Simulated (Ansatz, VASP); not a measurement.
## Two plane-wave programs on BaS

```
Ba S
1.0
     0.00000    3.25639    3.25639
     3.25639    0.00000    3.25639
     3.25639    3.25639    0.00000
Ba S
1 1
Direct
  0.00000 0.00000 0.00000
  0.50000 0.50000 0.50000
```

Alike in both runs: task single point; functional PBE0; k mesh 4 × 4 × 4; occupations fermi-dirac, width 0.05 eV; no spin polarisation.

|  | VASP | Ansatz |
| --- | --- | --- |
| version | VASP 6.6.1 | Ansatz 0.2.0 |
| potentials or method | VASP PAW PBE potentials, release 64 (Ba_sv, S) | Ansatz PAW |
| plane-wave cutoff (eV) | 520 | 420 |
| valence electrons in the cell | 16 | 16 |

|  | VASP | Ansatz | Ansatz less VASP |
| --- | --- | --- | --- |
| gap on the k mesh at the Fermi level (eV) | 3.82 | 3.88 | +0.060 |
| least direct gap on the mesh (eV) | 4.02 | 4.06 | +0.038 |
| pressure (GPa) | -1.6 | -1.9 | -0.38 |

Neither program's run includes spin-orbit coupling.
